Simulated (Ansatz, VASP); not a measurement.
# One calculation of InSb3, two programs

POSCAR

```
InSb3
1.0
    4.7905259581      0.0000000000      0.0000000000
    0.0000000000      4.7905259581      0.0000000000
    0.0000000000      0.0000000000      4.7905259581
In Sb
1 3
Direct
   -0.0442815750     -0.0442815750      0.0000000000
    0.5000000000      0.0000000000      0.5000000000
    0.0000000000      0.5000000000      0.5000000000
    0.5000000000      0.5000000000      0.0000000000
```

File INCAR.step1:

```
ALGO = Normal
EDIFF = 1E-5
ENCUT = 550
GGA = PE
GGA_COMPAT = False
ISMEAR = 0
LASPH = True
LCHARG = False
LREAL = False
LWAVE = True
NBANDS = 22
NELM = 120
PREC = Accurate
SIGMA = 0.15
```

Contents of INCAR.step2:

```
ALGO = Normal
EDIFF = 1E-6
ENCUT = 550
GGA_COMPAT = False
ISIF = 2
ISMEAR = 0
ISTART = 1
LASPH = True
LCHARG = False
LMIXTAU = True
LREAL = False
LWAVE = False
METAGGA = R2SCAN
NBANDS = 22
NELM = 120
PREC = Accurate
SIGMA = 0.15
```

File KPOINTS:

```
k-points
0
Gamma
  10 10 10
```

Input for Ansatz:

```yaml
crystal:
  lattice:
    - [4.7905259581, 0.0, 0.0]
    - [0.0, 4.7905259581, 0.0]
    - [0.0, 0.0, 4.7905259581]
  atoms:
    - { symbol: In, position: [-0.044281575, -0.044281575, 0.0] }
    - { symbol: Sb, position: [0.5, 0.0, 0.5] }
    - { symbol: Sb, position: [0.0, 0.5, 0.5] }
    - { symbol: Sb, position: [0.5, 0.5, 0.0] }
basis:
  ecutwfc: 500
kpoints:
  mp_grid: { grid: [10, 10, 10] }
hamiltonian:
  xc: r2scan
scf:
  occupations: { method: gaussian, width: 0.15 }
output:
  forces: true
  stress: true
  eigenvalues: true
```

Change from the starting cell: all In atoms moved -0.300 Å, as atom 1 along Cartesian [1 1 0].

Alike in both runs: task single point; functional r2SCAN; k mesh 10 × 10 × 10; occupations gaussian, width 0.15 eV; no spin polarisation.

|  | VASP | Ansatz |
| --- | --- | --- |
| version | VASP 6.6.1 | Ansatz 0.2.0 |
| potentials or method | VASP PAW PBE potentials, release 64 (In_d, Sb), cutoff 550 eV | scalar-relativistic, plane waves, PAW |
| valence electrons in the cell | 28 | 58 |

```csv
,VASP,Ansatz,Ansatz less VASP
gap on the k mesh at the Fermi level (eV),none,none,-
pressure (GPa),0.5,0.5,+0.04
"traceless stress, the component that is largest in VASP (GPa)",0.37,0.37,-0.004
rms of the force components (eV/Å),0.193,0.191,-0.0020
```

VASP's potentials were made for PBE, not for r2SCAN. Atom by atom the forces differ by 0.002 eV/Å (rms over components). A gap of «none» marks a metal or a gap that the smearing closes. VASP's potentials hold 28 valence electrons a cell and Ansatz's 58, so a difference there can come from the potentials and not from the codes.

Spin-orbit coupling is off throughout.
